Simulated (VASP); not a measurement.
Set up this calculation in VASP 6.6.1, as the native input.

| Property | Result |
| --- | --- |
| Task | single point |
| Functional | r2SCAN |
| Potentials or basis | VASP PAW PBE potentials, release 64 (Ca_sv, Se) |
| Cutoff | 520 eV |
| k mesh | 6 × 6 × 6 |
| Occupations | gaussian, width 0.01 eV |
| Spin | no spin polarisation |
| Dipole correction | no |
| Further INCAR settings | ALGO = Normal; EDIFF = 1e-07; NBANDS = 15 |

The system is CaSe.

```
CELL_PARAMETERS angstrom
0.00000 2.93755 2.93755
2.93755 0.00000 2.93755
2.93755 2.93755 0.00000
ATOMIC_POSITIONS crystal
Ca 0.00000 0.00000 0.00000
Se 0.50000 0.50000 0.50000
```

This cell differs from its parent crystal: volume changed by -3%.

One way to write it, as run:

POSCAR

```
CaSe
1.0
    0.0000000000      2.9375534873      2.9375534873
    2.9375534873      0.0000000000      2.9375534873
    2.9375534873      2.9375534873      0.0000000000
Ca Se
1 1
Direct
    0.0000000000      0.0000000000      0.0000000000
    0.5000000000      0.5000000000      0.5000000000
```

INCAR.step1

```
  PREC = Accurate
  ENCUT = 520
  ISMEAR = 0
  SIGMA = 0.01
  LREAL = False
  LASPH = True
  NELM = 60
  NBANDS = 15
  GGA = PE
  ALGO = Normal
  EDIFF = 1E-4
  LWAVE = True
  LCHARG = False
```

INCAR.step2

```
  PREC = Accurate
  ENCUT = 520
  EDIFF = 1E-7
  ISMEAR = 0
  SIGMA = 0.01
  LREAL = False
  LASPH = True
  NELM = 60
  ALGO = Normal
  ISIF = 2
  LWAVE = False
  LCHARG = False
  METAGGA = R2SCAN
  LMIXTAU = True
  NBANDS = 15
  ISTART = 1
```

KPOINTS

```
Automatic mesh
0
Gamma
  6 6 6
```

Potentials or basis: VASP PAW PBE potentials, release 64 (Ca_sv, Se).

Run with:

```bash
$ cat potpaw_PBE.64/Ca_sv/POTCAR potpaw_PBE.64/Se/POTCAR > POTCAR
$ cp INCAR.step1 INCAR
$ mpirun -np 1 vasp_std > vasp.out
$ cp INCAR.step2 INCAR
$ mpirun -np 1 vasp_std > vasp.out
```

Results of the run:

- Pressure: 2.0 GPa
- Band gap on the k mesh: 2.44 eV, indirect (least direct gap 3.41 eV)

Caveat: the PAW data sets were made with another functional, which shifts forces and pressure a little.

It took 2.4 min on 1 thread of AMD EPYC 7R13 (shared host), peak memory 0.16 GiB.
